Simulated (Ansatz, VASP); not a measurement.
One calculation of SnSe2, two programs

Contents of INCAR:

```
PREC = Accurate ; ENCUT = 500
EDIFF = 1E-6 ; ISMEAR = 0
SIGMA = 0.03 ; LREAL = False
LASPH = True ; NELM = 120
ALGO = Normal ; ISIF = 2
LWAVE = False ; LCHARG = False
GGA = PE ; IVDW = 12
NBANDS = 20 ; GGA_COMPAT = False
```

Contents of KPOINTS:

```
Automatic mesh
0
Gamma
  12 12 6
```

Contents of POSCAR:

```
SnSe2
1.0
    3.8749074870      0.0000000000      0.0000000000
   -1.9374537435      3.3557683210      0.0000000000
    0.0000000000      0.0000000000      6.8465740388
Sn Se
1 2
Direct
    0.0000000000      0.0000000000      0.0000000000
    0.3333333333      0.6666666667      0.2651331237
    0.6666666667      0.3333333333      0.7348668763
```

Input for Ansatz:

```yaml
crystal:
  lattice:
    - [3.874907487, 0.0, 0.0]
    - [-1.9374537435, 3.355768321, 0.0]
    - [0.0, 0.0, 6.8465740388]
  atoms:
    - { symbol: Sn, position: [0.0, 0.0, 0.0] }
    - { symbol: Se, position: [0.3333333333, 0.6666666667, 0.2651331237] }
    - { symbol: Se, position: [0.6666666667, 0.3333333333, 0.7348668763] }
basis:
  ecutwfc: 420
kpoints:
  mp_grid: { grid: [12, 12, 6] }
hamiltonian:
  xc: pbe
  dispersion: d3bj
scf:
  occupations: { method: gaussian, width: 0.03 }
output:
  forces: true
  stress: true
  eigenvalues: true
```

Alike in both runs: task single point; functional PBE; dispersion D3(BJ); k mesh 12 × 12 × 6; occupations gaussian, width 0.03 eV; no spin polarisation.

```csv
,VASP,Ansatz
version,VASP 6.6.1,Ansatz 0.2.0
potentials or method,"VASP PAW PBE potentials, release 64 (Sn_d, Se), cutoff 500 eV","scalar-relativistic, plane waves, PAW"
valence electrons in the cell,26,46
```

VASP gave:

| Property | Result |
| --- | --- |
| gap on the k mesh at the Fermi level (eV) | none |
| pressure (GPa) | -6.8 |
| traceless stress, the component that is largest in VASP (GPa) | -4.90 |
| rms of the force components (eV/Å) | 0.713 |

**Question.** Estimate Ansatz's values.

**Answer.** gap on the k mesh at the Fermi level (eV): none; pressure (GPa): -6.8; traceless stress, the component that is largest in VASP (GPa): -4.92; rms of the force components (eV/Å): 0.716.

Atom by atom the forces differ by 0.004 eV/Å (rms over components). A gap of «none» marks a metal or a gap that the smearing closes. VASP's potentials hold 26 valence electrons a cell and Ansatz's 46, so a difference there can come from the potentials and not from the codes.
